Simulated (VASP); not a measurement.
# Cu2Os (I4/mmm) in VASP: single point with PBE

Aim: the single point of Cu2Os with PBE.

All numbers are computed with VASP 6.6.1; they aren't measurements. Logs are shortened: lines on timing, memory, paths and dates and some standing lists are left out, and cuts for length are marked.

### Step 1. The cell of the first run

It takes space group I4/mmm (No. 139, tetragonal). Conventional cell: a = 2.582 Å, b = 2.582 Å, c = 11.577 Å, α = 90.00°, β = 90.00°, γ = 90.00°. Cu (site symmetry 4mm) has 8 Cu at 2.58 to 2.60 Å and 4 Os at 2.68 Å within 3.4 Å. Within 3.4 Å of Os (site symmetry 4/mmm) lie 4 Os at 2.58 Å and 8 Cu at 2.68 Å.

### Step 2. Single point, PBE

INCAR

```
ALGO     = Normal         # electronic algorithm
EDIFF    = 1E-6           # SCF threshold, eV
ENCUT    = 820            # plane-wave cutoff, eV
GGA      = PE             # functional
GGA_COMPAT= F            
ISIF     = 2              # what is computed and relaxed
ISMEAR   = 0              # smearing method
LASPH    = T              # aspherical terms in the spheres
LCHARG   = T              # write CHGCAR
LELF     = T              # ELF
LREAL    = F              # projectors in reciprocal space
LVHAR    = T            
LWAVE    = F              # write WAVECAR
NBANDS   = 34             # bands
NELM     = 120            # most SCF steps
PREC     = Accurate       # precision mode
SIGMA    = 0.1            # smearing width, eV
```

KPOINTS

```
k-points
0
Gamma
  8 8 8
```

POSCAR

```
Cu2Os
1.0
   -1.2912268844      1.2912268844      5.7882950605
    1.2912268844     -1.2912268844      5.7882950605
    1.2912268844      1.2912268844     -5.7882950605
Cu Os
2 1
Direct
    0.6698262652      0.6698262652      0.0000000000
    0.3301737348      0.3301737348      0.0000000000
    0.0000000000      0.0000000000      0.0000000000
```

Potentials or basis: VASP PAW PBE potentials, release 64 (Cu_sv_GW, Os_sv_GW).

Launch:

```sh
> cat potpaw_PBE.64/Cu_sv_GW/POTCAR potpaw_PBE.64/Os_sv_GW/POTCAR > POTCAR
> mpirun -np 1 vasp_std > vasp.out
```

OUTCAR:

```text
EDIFF = 1E-6
   ENCUT = 820
   GGA = PE
   ISIF = 2
   ISMEAR = 0
   LASPH = T
   LREAL = F
   NELM = 120
   PREC = Accurate

 ion  position               nearest neighbor table
   1  0.670  0.670  0.000-   2 2.60   2 2.60   2 2.60   2 2.60   3 2.68   3 2.68   3 2.68   3 2.68

   2  0.330  0.330  0.000-   1 2.60   1 2.60   1 2.60   1 2.60   3 2.68   3 2.68   3 2.68   3 2.68

   3  0.000  0.000  0.000-   1 2.68   1 2.68   1 2.68   2 2.68   2 2.68   2 2.68   1 2.68   2 2.68

  LATTYP: Found a body centered tetragonal cell.
 ALAT       =     2.5824537688
 C/A-ratio  =     4.4827869760

  Lattice vectors:

 A1 = (  -1.2912268844,   1.2912268844,   5.7882950605)
 A2 = (   1.2912268844,  -1.2912268844,   5.7882950605)
 A3 = (   1.2912268844,   1.2912268844,  -5.7882950605)

Analysis of symmetry for initial positions (statically):
=====================================================================
 Subroutine PRICEL returns:
 Original cell was already a primitive cell.

 Routine SETGRP: Setting up the symmetry group for a
 body centered tetragonal supercell.

 Subroutine GETGRP returns: Found 16 space group operations
 (whereof 16 operations were pure point group operations)
 out of a pool of 16 trial point group operations.

The static configuration has the point symmetry D_4h.

Analysis of symmetry for dynamics (positions and initial velocities):
=====================================================================
 Subroutine PRICEL returns:
 Original cell was already a primitive cell.

 Routine SETGRP: Setting up the symmetry group for a
 body centered tetragonal supercell.

 Subroutine GETGRP returns: Found 16 space group operations
 (whereof 16 operations were pure point group operations)
 out of a pool of 16 trial point group operations.

The dynamic configuration has the point symmetry D_4h.

 Subroutine INISYM returns: Found 16 space group operations
 (whereof 16 operations are pure point group operations),
 and found     1 'primitive' translations

----------------------------------------------------------------------------------------

                                     Primitive cell

  volume of cell :      38.6025

  direct lattice vectors                    reciprocal lattice vectors
[... 85 lines left out ...]
   LSORBIT =      F    spin-orbit coupling
   LASPH  =      T    aspherical Exc in radial PAW
   ENCUT  =  820.0 eV  60.27 Ry    7.76 a.u.  14.17 14.17 14.17*2*pi/ulx,y,z
   NELM   =    120;   NELMIN=  2; NELMDL= -5     # of ELM steps
   EDIFF  = 0.1E-05   stopping-criterion for ELM
   LREAL  =      F    real-space projection
   EDIFFG = 0.1E-04   stopping-criterion for IOM
   NSW    =      0    number of steps for IOM
   IBRION =     -1    ionic relax: 0-MD 1-quasi-New 2-CG
   NFREE  =      0    steps in history (QN), initial steepest desc. (CG)
   ISIF   =      2    stress and relaxation
   ISYM   =      2    0-nonsym 1-usesym 2-fastsym
   POTIM  = 0.5000    time-step for ionic-motion
   TEBEG  =    0.0;   TEEND  =   0.0 temperature during run
   PSTRESS=    0.0 pullay stress
   NELECT =      54.0000    total number of electrons
   NUPDOWN=      -1.0000    fix difference up-down
   EMIN   =  10.00;   EMAX   =-10.00  energy-range for DOS
   EFERMI =   0.00;   METHOD = LEGACY
   ISMEAR =     0;   SIGMA  =   0.10  broadening in eV -4-tet -1-fermi 0-gaus
   EFERMI_NEDOS =   21; number of points for ismear=-14 and -15
   IALGO  =     38    algorithm
   IMIX   =      4    mixing-type and parameters
     AMIX     =   0.40;   BMIX     =  1.00
     AMIX_MAG =   1.60;   BMIX_MAG =  1.00
  volume/ion in A,a.u.               =      12.87        86.83
  Fermi-wavevector in a.u.,A,eV,Ry     =   1.830912  3.459922 45.609982  3.352239
  Thomas-Fermi vector in A             =   2.885278
   LORBIT       =      0    0 simple, 1 ext, 2 COOP (PROOUT), +10 PAW based schemes
   GGA     = PE    functional components
   LHFCALC =     F    Hartree Fock is set to
   AEXX    =    0.0000 exact exchange contribution
   IVDW    =     0    specifies the selected vdW correction
   LEPSILON=     F    determine dielectric tensor
   LRPA    =     F    only Hartree local field effects (RPA)
 non-spin polarized calculation
 Gauss-broadening in eV      SIGMA  =   0.10
  energy-cutoff  :      820.00
  volume of cell :       38.60
 maximum number of plane-waves:      2082
 NGX is ok and might be reduce to    60
   NGX = 29   NGY = 29   NGZ = 29

 number of electron      54.0000001 magnetization

 Free energy of the ion-electron system (eV)
  ---------------------------------------------------
  ext. energy  EPLUGINS =         0.00000000
  ---------------------------------------------------
  free energy    TOTEN  =       -19.04960194 eV

  energy without entropy =      -19.03804167  energy(sigma->0) =      -19.04382180

 E-fermi :   9.5137     XC(G=0): -13.6695

 val. band max:        9.5010405141   @ k =  -0.1250   0.1250   0.0000
 cond. band min:       9.5203901869   @ k =   0.5000   0.3750   0.0000
 fundamental gap:      0.0193496728
 Fermi energy:         9.5137041631

 k-point     1 :       0.0000    0.0000    0.0000
  band No.  band energies     occupation
      1    -103.1691      2.00000
      2    -103.1620      2.00000
      3     -76.9848      2.00000
      4     -60.5691      2.00000
      5     -60.5276      2.00000
      6     -60.5114      2.00000
[... 877 lines left out ...]
     33      18.8299      0.00000
     34      21.9772      0.00000

 [... further k-points ...]

------------------------ aborting loop because EDIFF is reached ----------------------------------------

  FORCE on cell =-STRESS in cart. coord.  units (eV):
  Direction    XX          YY          ZZ          XY          YZ          ZX
  --------------------------------------------------------------------------------------
  -------------------------------------------------------------------------------------
  Total       -0.1243028     -0.1243028     -0.1591285      0.0000000      0.0000000      0.0000000
  in kB       -5.1591217     -5.1591217     -6.6045426      0.0000000      0.0000000      0.0000000
  external PRESSURE =      -5.6409287 kB  Pullay stress =       0.0000000 kB

 VOLUME and BASIS-vectors are now :
 -----------------------------------------------------------------------------
  energy-cutoff  :      820.00
  volume of cell :       38.60
      direct lattice vectors                 reciprocal lattice vectors
    -1.291226884  1.291226884  5.788295061     0.000000000  0.387228616  0.086381222
     1.291226884 -1.291226884  5.788295061     0.387228616  0.000000000  0.086381222
     1.291226884  1.291226884 -5.788295061     0.387228616  0.387228616  0.000000000

 POSITION                                       TOTAL-FORCE (eV/Angst)
 -----------------------------------------------------------------------------------
      0.00000      0.00000      7.75430        -0.000000     -0.000000      0.010527
      0.00000      0.00000      3.82229         0.000000      0.000000     -0.010527
      0.00000      0.00000      0.00000         0.000000      0.000000     -0.000000
 -----------------------------------------------------------------------------------
    total drift:                                0.000000      0.000000     -0.000000

  FREE ENERGIE OF THE ION-ELECTRON SYSTEM (eV)
  ---------------------------------------------------
  free  energy   TOTEN  =       -19.0496019352 eV

  energy  without entropy=      -19.0380416703  energy(sigma->0) =      -19.04382180
```

OSZICAR:

```text
N       E                     dE             d eps       ncg     rms          rms(c)
DAV:   1     0.122216657994E+04    0.12222E+04   -0.44328E+04  6370   0.635E+03
DAV:   2     0.920434878392E+02   -0.11301E+04   -0.10977E+04  6608   0.150E+03
DAV:   3    -0.176933812176E+02   -0.10974E+03   -0.10645E+03  7758   0.569E+02
DAV:   4    -0.218717820492E+02   -0.41784E+01   -0.40679E+01  7336   0.131E+02
[... 13 lines left out ...]
DAV:  18    -0.190500094287E+02    0.22399E-02   -0.37077E-03  6688   0.103E+00    0.570E-01
DAV:  19    -0.190496530965E+02    0.35633E-03   -0.74018E-04  7182   0.461E-01    0.242E-01
DAV:  20    -0.190496075017E+02    0.45595E-04   -0.93126E-05  6848   0.196E-01    0.886E-02
DAV:  21    -0.190496020318E+02    0.54699E-05   -0.25630E-05  6934   0.122E-01    0.200E-02
DAV:  22    -0.190496019352E+02    0.96627E-07   -0.27442E-07  2480   0.309E-02
   1 F= -.19049602E+02 E0= -.19043822E+02  d E =-.115603E-01
```

stdout:

```text
POSCAR found type information on POSCAR CuOs
 POSCAR found :  2 types and       3 ions
 scaLAPACK will be used
 LDA part: xc-table for (Slater+PW92), standard interpolation
 POSCAR, INCAR and KPOINTS ok, starting setup
 FFT: planning ... GRIDC
 FFT: planning ... GRID_SOFT
 FFT: planning ... GRID
 WAVECAR not read
 entering main loop
```

Wall time 14 min (1 thread of AMD EPYC 9R45 (Zen 5), shared host); peak memory 0.6 GiB.

What came out:

* Free energy: -19.0496 eV
* Pressure: -0.6 GPa
* Largest force: 0.011 eV/Å
* Band gap on the k mesh: zero (bands 27 and 28 overlap by 3.82 eV)

Forces on the atoms (eV/Å):
```
Cu   0.000  0.000  0.011
Cu   0.000  0.000 -0.011
Os   0.000  0.000  0.000
```

Caveat: spin-orbit coupling is left out, which moves the levels of the heavy elements.
